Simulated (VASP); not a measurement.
BaTe: single point with PBEsol

Crystal: BaTe.

```
Ba Te
1.0
     4.26247    0.00000    0.00000
     0.00000    4.26247    0.00000
     0.00000    0.00000    4.26247
Ba Te
1 1
Cartesian
  0.0000 0.0000 0.0000
  2.1312 2.1312 2.1312
```

- Program: VASP 6.6.1
- Task: single point
- Functional: PBEsol
- Potentials or basis: VASP PAW PBE potentials, release 64 (Ba_sv, Te)
- Cutoff: 520 eV
- k mesh: 4 × 4 × 4
- Occupations: gaussian, width 0.01 eV
- Spin: no spin polarisation
- Dipole correction: no
- Further INCAR settings: ALGO = Normal; EDIFF = 1e-06; NBANDS = 15

```json
{
 "Pressure": "-1.6 GPa",
 "Band gap on the k mesh": "0.68 eV, indirect (least direct gap 0.87 eV)"
}
```

Levels at points of the mesh, in eV from the valence-band top:
```tsv
k point	band 6	band 7	band 8	band 9	band 10	band 11
(0.00, 0.00, 0.00)	-0.38	-0.38	-0.38	0.68	0.68	2.20
(0.50, 0.00, 0.00)	-3.44	-0.88	-0.88	1.48	4.76	4.82
(0.50, 0.50, 0.00)	-2.07	-2.07	0.00	0.87	2.43	2.85
(0.50, 0.50, 0.50)	-2.93	-2.93	-2.93	4.63	4.63	4.63
```

It took 10 s on 1 thread of Intel(R) Xeon(R) Platinum 8488C (Sapphire Rapids) (shared host), peak memory 0.17 GiB.

Caveat: the PAW data sets were made with another functional, which shifts forces and pressure a little; spin-orbit coupling is left out, which moves the levels of the heavy elements. A hybrid or GW would open this gap; PBEsol tends to underestimate it.
